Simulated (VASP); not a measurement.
Write the native input for VASP 6.6.1 that does the following.

```
Task                   : single point
Functional             : PBE
Potentials or basis    : VASP PAW PBE potentials, release 64 (Hf_pv, O)
Cutoff                 : 520 eV
k mesh                 : 4 × 4 × 4
Occupations            : fermi-dirac, width 0.01 eV
Spin                   : no spin polarisation
Dipole correction      : no
Further INCAR settings : ALGO = Normal; EDIFF = 1e-07; NBANDS = 56
```

The structure of HfO2 lies in POSCAR:

```
HfO2
1.0
    5.1501000000      0.0000000000      0.0000000000
    0.0000000000      5.1852000000      0.0000000000
   -0.8308500000      0.0000000000      5.2767900000
Hf O
4 8
Direct
    0.2800000000      0.0492000000      0.2170000000
    0.7200000000      0.5492000000      0.2830000000
    0.7200000000      0.9508000000      0.7830000000
    0.2800000000      0.4508000000      0.7170000000
    0.0693000000      0.3265000000      0.3429000000
    0.9307000000      0.8265000000      0.1571000000
    0.9307000000      0.6735000000      0.6571000000
    0.0693000000      0.1735000000      0.8429000000
    0.4607000000      0.7489000000      0.4888000000
    0.5393000000      0.2489000000      0.0112000000
    0.5393000000      0.2511000000      0.5112000000
    0.4607000000      0.7511000000      0.9888000000
```

These files were run (other wordings do the same):

INCAR

```
SYSTEM = HfO2
PREC = Accurate
ENCUT = 520
EDIFF = 1E-7
ISMEAR = -1
SIGMA = 0.01
LREAL = .False.
LASPH = .True.
NELM = 60
ALGO = Normal
ISIF = 2
LWAVE = .False.
LCHARG = .True.
GGA = PE
LELF = .True.
LVHAR = .True.
NBANDS = 56
```

KPOINTS

```
regular mesh
0
Gamma
  4 4 4
  0 0 0
```

Potentials or basis: VASP PAW PBE potentials, release 64 (Hf_pv, O).

Launch:

```bash
$ cat potpaw_PBE.64/Hf_pv/POTCAR potpaw_PBE.64/O/POTCAR > POTCAR
$ mpirun -np 1 vasp_std > vasp.out
```

It gave:

- Pressure: -0.1 GPa
- Largest force: 1.289 eV/Å
- Band gap on the k mesh: 4.05 eV (least direct gap 4.11 eV)

Caveat: spin-orbit coupling is left out, which moves the levels of the heavy elements; forces of over 1 eV/Å act on the atoms, so gaps and moduli don't describe the material at rest.

It took 5.9 min on 1 thread of Intel Xeon 8259CL, with other jobs on the host, peak memory 0.34 GiB.
